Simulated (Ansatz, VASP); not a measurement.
**B2W: VASP beside Ansatz**

```
B W
1.0
     3.08040    0.00000    0.00000
    -1.54020    2.66771    0.00000
     0.00000    0.00000    3.05000
B W
2 1
Direct
  0.33333 0.66667 0.50000
  0.66667 0.33333 0.50000
  0.00000 0.00000 0.00000
```

Change from the starting cell: equal xx and yy strain of +2 %.

Alike in both runs: task single point; functional LDA; k mesh 14 × 14 × 12; occupations fermi-dirac, width 0.05 eV; no spin polarisation.

```csv
,VASP,Ansatz
version,VASP 6.6.1,Ansatz 0.2.0
potentials or method,"VASP PAW LDA potentials, release 64 (B, W_sv), cutoff 520 eV","all-electron LAPW, scalar-relativistic"
```

Ansatz gave:

| Item | Value |
| --- | --- |
| pressure (GPa) | 5.7 |
| traceless stress, the component that is largest in VASP (GPa) | 14.38 |

Estimate VASP's values.

pressure (GPa): 7.6; traceless stress, the component that is largest in VASP (GPa): 14.60.

LDA's correlation is that of Perdew and Zunger in VASP and of Perdew and Wang (1992) in Ansatz. Ansatz ran all-electron here, and VASP with PAW potentials.

Spin-orbit coupling is off throughout.
